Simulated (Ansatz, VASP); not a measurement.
Cu in VASP and in Ansatz

INCAR

```
SYSTEM = Cu
PREC     = Accurate       ! precision mode
ENCUT    = 600            ! plane-wave cutoff, eV
EDIFF    = 1E-6           ! SCF threshold, eV
ISMEAR   = 0              ! smearing method
SIGMA    = 0.1            ! smearing width, eV
LREAL    = .FALSE.        ! projectors in reciprocal space
LASPH    = .TRUE.         ! aspherical terms in the spheres
NELM     = 100            ! most SCF steps
ALGO     = Normal         ! electronic algorithm
ISIF     = 3              ! what is computed and relaxed
LWAVE    = .FALSE.        ! write WAVECAR
LCHARG   = .FALSE.        ! write CHGCAR
GGA      = CA             ! functional
IBRION   = 2              ! ionic algorithm
NSW      = 100            ! ionic steps
EDIFFG   = -0.002         ! ionic threshold
```

Contents of KPOINTS:

```
regular mesh
0
G
  28 28 28
  0 0 0
```

POSCAR

```
Cu
1.0
    0.0000000000      1.7598111923      1.7598111923
    1.7598111923      0.0000000000      1.7598111923
    1.7598111923      1.7598111923      0.0000000000
Cu
1
Direct
    0.0000000000      0.0000000000      0.0000000000
```

Input for Ansatz:

```yaml
crystal:
  lattice:
    - [0.0, 1.7598111923, 1.7598111923]
    - [1.7598111923, 0.0, 1.7598111923]
    - [1.7598111923, 1.7598111923, 0.0]
  atoms:
    - { symbol: Cu, position: [0.0, 0.0, 0.0] }
basis:
  ecutwfc: 420
kpoints:
  mp_grid: { grid: [28, 28, 28] }
hamiltonian:
  xc: lda
  pseudopotentials: { kind: paw, azcp: { folder: soft_1 } }
scf:
  occupations: { method: gaussian, width: 0.1 }
output:
  forces: true
  stress: true
  eigenvalues: true
relax:
  adjacent_minimum: "off"
  f_tol: 0.002
  max_steps: 80
  cell: { stress_tol: 0.02 }
```

Alike in both runs: task relaxation of cell and atoms; functional LDA; k mesh 28 × 28 × 28; occupations gaussian, width 0.1 eV; no spin polarisation.

```csv
,VASP,Ansatz
version,VASP 6.6.1,Ansatz 0.2.0
potentials or method,"VASP PAW LDA potentials, release 64 (Cu), cutoff 600 eV","scalar-relativistic, plane waves, PAW"
valence electrons in the cell,11,19
```

Ansatz gave:

| Item | Value |
| --- | --- |
| gap on the k mesh at the Fermi level, each at its own relaxed structure (eV) | none |
| relaxed volume (Å³/atom) | 10.88 |
| relaxed cell length with the largest relative difference (Å) | 2.487 |

Task: Which values does VASP return?

Result: gap on the k mesh at the Fermi level, each at its own relaxed structure (eV): none; relaxed volume (Å³/atom): 10.94; relaxed cell length with the largest relative difference (Å): 2.492.

Ansatz warns that its potentials were made for another functional, while VASP's fit it. LDA's correlation is that of Perdew and Zunger in VASP and of Perdew and Wang (1992) in Ansatz. A gap of «none» marks a metal or a gap that the smearing closes. VASP's potentials hold 11 valence electrons a cell and Ansatz's 19, so a difference there can come from the potentials and not from the codes.
